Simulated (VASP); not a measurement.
# MgO in VASP: further runs

Runs on MgO. Level: PBE. Tasks: electric field gradients.

Everything below comes from runs of VASP 6.6.1. Logs are shortened: lines on timing, memory, paths and dates and some standing lists are left out, and cuts for length are marked.

**Experimental background.**

“Electronic structure of alkaline earth and post-transition metal oxides”, 2009, arxiv:0908.1581 quotes, for a bulk crystal of MgO: band gap 7.83 eV.

How close the calculation comes is told below.

**1. The cell of the first run**

It takes space group Fm-3m (No. 225, cubic). The conventional cell has a = 4.270 Å, b = 4.270 Å, c = 4.270 Å, α = 90.00°, β = 90.00°, γ = 90.00°. Mg (site symmetry m-3m) has 6 O at 2.14 Å within 2.8 Å. Within 2.8 Å of O (site symmetry m-3m) lie 6 Mg at 2.14 Å.

**2. Electric field gradients, PBE**

Contents of INCAR:

```
PREC     = Accurate       # precision mode
ENCUT    = 520            # plane-wave cutoff, eV
EDIFF    = 1E-8           # SCF threshold, eV
ISMEAR   = -1             # smearing method
SIGMA    = 0.01           # smearing width, eV
LREAL    = F              # projectors in reciprocal space
LASPH    = T              # aspherical terms in the spheres
NELM     = 100            # most SCF steps
ALGO     = Normal         # electronic algorithm
ISIF     = 2              # what is computed and relaxed
LWAVE    = F              # write WAVECAR
LCHARG   = F              # write CHGCAR
GGA      = PE             # functional
LEFG     = T            
NBANDS   = 11             # bands
```

Contents of KPOINTS:

```
Automatic mesh
0
Gamma
  8 8 8
```

Contents of POSCAR:

```
MgO
1.0
    0.0000000000      2.1351500000      2.1351500000
    2.1351500000      0.0000000000      2.1351500000
    2.1351500000      2.1351500000      0.0000000000
Mg O
1 1
Direct
    0.0000000000      0.0000000000      0.0000000000
    0.5000000000      0.5000000000      0.5000000000
```

Potentials or basis: VASP PAW PBE potentials, release 64 (Mg, O).

Command:

```sh
$ cat potpaw_PBE.64/Mg/POTCAR potpaw_PBE.64/O/POTCAR > POTCAR
$ mpirun -np 1 vasp_std > vasp.out
```

OUTCAR:

```text
PREC = Accurate
   ENCUT = 520
   EDIFF = 1E-8
   ISMEAR = -1
   LREAL = F
   LASPH = T
   NELM = 100
   ISIF = 2
   GGA = PE

 ion  position               nearest neighbor table
   1  0.000  0.000  0.000-   2 2.14   2 2.14   2 2.14   2 2.14   2 2.14   2 2.14
   2  0.500  0.500  0.500-   1 2.14   1 2.14   1 2.14   1 2.14   1 2.14   1 2.14

  LATTYP: Found a face centered cubic cell.
 ALAT       =     4.2703000000

  Lattice vectors:

 A1 = (   0.0000000000,   2.1351500000,   2.1351500000)
 A2 = (   2.1351500000,   0.0000000000,   2.1351500000)
 A3 = (   2.1351500000,   2.1351500000,   0.0000000000)

Analysis of symmetry for initial positions (statically):
=====================================================================
 Subroutine PRICEL returns:
 Original cell was already a primitive cell.

 Routine SETGRP: Setting up the symmetry group for a
 face centered cubic supercell.

 Subroutine GETGRP returns: Found 48 space group operations
 (whereof 48 operations were pure point group operations)
 out of a pool of 48 trial point group operations.

The static configuration has the point symmetry O_h .

Analysis of symmetry for dynamics (positions and initial velocities):
=====================================================================
 Subroutine PRICEL returns:
 Original cell was already a primitive cell.

 Routine SETGRP: Setting up the symmetry group for a
 face centered cubic supercell.

 Subroutine GETGRP returns: Found 48 space group operations
 (whereof 48 operations were pure point group operations)
 out of a pool of 48 trial point group operations.

The dynamic configuration has the point symmetry O_h .

 Subroutine INISYM returns: Found 48 space group operations
 (whereof 48 operations are pure point group operations),
 and found     1 'primitive' translations

----------------------------------------------------------------------------------------

                                     Primitive cell

  volume of cell :      19.4677

  direct lattice vectors                    reciprocal lattice vectors
     0.000000000  2.135150000  2.135150000    -0.234175585  0.234175585  0.234175585
     2.135150000  0.000000000  2.135150000     0.234175585 -0.234175585  0.234175585
     2.135150000  2.135150000  0.000000000     0.234175585  0.234175585 -0.234175585

  length of vectors
     3.019558088  3.019558088  3.019558088     0.405604011  0.405604011  0.405604011

[... 124 lines left out ...]
  free energy    TOTEN  =       -11.90967074 eV

  energy without entropy =      -11.90967074  energy(sigma->0) =      -11.90967074

 E-fermi :   3.0812     XC(G=0): -10.8851

 val. band max:        2.8845745927   @ k =   0.0000   0.0000   0.0000
 cond. band min:       7.2204776243   @ k =   0.0000   0.0000   0.0000
 fundamental gap:      4.3359030316
 Fermi energy:         3.0812071943

 k-point     1 :       0.0000    0.0000    0.0000
  band No.  band energies     occupation
      1     -14.1729      2.00000
      2       2.8846      2.00000
      3       2.8846      2.00000
      4       2.8846      2.00000
      5       7.2205      0.00000
      6      18.4503      0.00000
      7      18.4503      0.00000
      8      18.4503      0.00000
      9      22.2600      0.00000
     10      23.9870      0.00000
     11      23.9870      0.00000
[... 309 lines left out ...]
 k-point    24 :      -0.3750    0.2500    0.1250
  band No.  band energies     occupation
      1     -12.8492      2.00000
      2      -0.9576      2.00000
      3       1.0402      2.00000
      4       1.9518      2.00000
      5      12.2666      0.00000
      6      14.6818      0.00000
      7      15.9474      0.00000
      8      19.2823      0.00000
      9      22.9280      0.00000
     10      24.4132      0.00000
     11      28.3895      0.00000

 [... further k-points ...]
[... 5 lines left out ...]
  --------------------------------------------------------------------------------------
  -------------------------------------------------------------------------------------
  Total       -0.2948053     -0.2948053     -0.2948053      0.0000000     -0.0000000      0.0000000
  in kB      -24.2622302    -24.2622302    -24.2622302      0.0000000     -0.0000000      0.0000000
  external PRESSURE =     -24.2622302 kB  Pullay stress =       0.0000000 kB

 VOLUME and BASIS-vectors are now :
 -----------------------------------------------------------------------------
  energy-cutoff  :      520.00
  volume of cell :       19.47
      direct lattice vectors                 reciprocal lattice vectors
     0.000000000  2.135150000  2.135150000    -0.234175585  0.234175585  0.234175585
     2.135150000  0.000000000  2.135150000     0.234175585 -0.234175585  0.234175585
     2.135150000  2.135150000  0.000000000     0.234175585  0.234175585 -0.234175585

 POSITION                                       TOTAL-FORCE (eV/Angst)
 -----------------------------------------------------------------------------------
      0.00000      0.00000      0.00000         0.000000      0.000000      0.000000
      2.13515      2.13515      2.13515         0.000000      0.000000     -0.000000
 -----------------------------------------------------------------------------------
    total drift:                               -0.000000     -0.000000      0.000000

  FREE ENERGIE OF THE ION-ELECTRON SYSTEM (eV)
  ---------------------------------------------------
  free  energy   TOTEN  =       -11.9096707369 eV

  energy  without entropy=      -11.9096707369  energy(sigma->0) =      -11.90967074

 Electric field gradients (V/A^2)
---------------------------------------------------------------------
 ion       V_xx      V_yy      V_zz      V_xy      V_xz      V_yz
---------------------------------------------------------------------
   1      -0.000     0.000    -0.000     0.000     0.000     0.000
   2      -0.000    -0.000    -0.000    -0.002    -0.002    -0.002
---------------------------------------------------------------------

 Electric field gradients after diagonalization (V/A^2)
 (convention: |V_zz| > |V_xx| > |V_yy|)
----------------------------------------------------------------------
 ion       V_xx      V_yy      V_zz     asymmetry (V_yy - V_xx)/ V_zz
----------------------------------------------------------------------
   1      -0.000    -0.000     0.000       0.000
   2       0.002     0.002    -0.005       0.000
----------------------------------------------------------------------

           NMR quadrupolar parameters

 Cq : quadrupolar parameter    Cq=e*Q*V_zz/h
 eta: asymmetry parameters     (V_yy - V_xx)/ V_zz
 Q  : nuclear electric quadrupole moment in mb (millibarn)
----------------------------------------------------------------------
 ion       Cq(MHz)       eta       Q (mb)
----------------------------------------------------------------------
   1       0.000       0.000       1.000
   2      -0.000       0.000       1.000
----------------------------------------------------------------------
```

OSZICAR:

```text
N       E                     dE             d eps       ncg     rms          rms(c)
DAV:   1     0.157297050829E+02    0.15730E+02   -0.45299E+03   686   0.636E+02
DAV:   2    -0.128297806706E+02   -0.28559E+02   -0.27940E+02   747   0.137E+02
DAV:   3    -0.134641682119E+02   -0.63439E+00   -0.63400E+00   766   0.180E+01
DAV:   4    -0.134658254520E+02   -0.16572E-02   -0.16572E-02   689   0.101E+00
DAV:   5    -0.134658305264E+02   -0.50744E-05   -0.50744E-05   743   0.571E-02    0.719E+00
DAV:   6    -0.119303059892E+02    0.15355E+01   -0.91093E+00   665   0.163E+01    0.229E+00
DAV:   7    -0.119159325708E+02    0.14373E-01   -0.63097E-02   686   0.219E+00    0.135E+00
DAV:   8    -0.119101032422E+02    0.58293E-02   -0.30719E-02   662   0.195E+00    0.252E-01
DAV:   9    -0.119096910884E+02    0.41215E-03   -0.59324E-04   728   0.172E-01    0.142E-01
DAV:  10    -0.119096686827E+02    0.22406E-04   -0.51057E-04   707   0.169E-01    0.758E-03
DAV:  11    -0.119096708821E+02   -0.21994E-05   -0.33292E-06   725   0.141E-02    0.594E-03
DAV:  12    -0.119096707736E+02    0.10854E-06   -0.67661E-07   716   0.618E-03    0.614E-04
DAV:  13    -0.119096707585E+02    0.15074E-07   -0.62243E-08   716   0.145E-03    0.155E-04
DAV:  14    -0.119096707358E+02    0.22715E-07   -0.21161E-09   376   0.301E-04    0.153E-05
DAV:  15    -0.119096707369E+02   -0.10966E-08   -0.76414E-11   346   0.615E-05
   1 F= -.11909671E+02 E0= -.11909671E+02  d E =-.699280E-11
```

Wall time 4.6 s (1 thread of Intel Xeon Platinum 8488C (Sapphire Rapids), shared host); peak memory 0.13 GiB.

Results:

* Free energy: -11.9097 eV
* Pressure: -2.4 GPa
* Band gap on the k mesh: 4.34 eV, direct

Levels at points of the mesh, in eV from the valence-band top:
| k point | band 2 | band 3 | band 4 | band 5 | band 6 | band 7 |
| --- | --- | --- | --- | --- | --- | --- |
| (0.00, 0.00, 0.00) | 0.00 | 0.00 | 0.00 | 4.34 | 15.57 | 15.57 |
| (0.50, 0.00, 0.00) | -4.44 | -0.61 | -0.61 | 7.64 | 12.14 | 15.89 |
| (0.50, 0.50, 0.00) | -3.92 | -1.29 | -1.29 | 9.07 | 9.53 | 12.67 |

Caveat: without QUAD_EFG the Cq values of the log hold for a quadrupole moment of 1 mb, not for the nuclei.

[end of part 1 of 3]
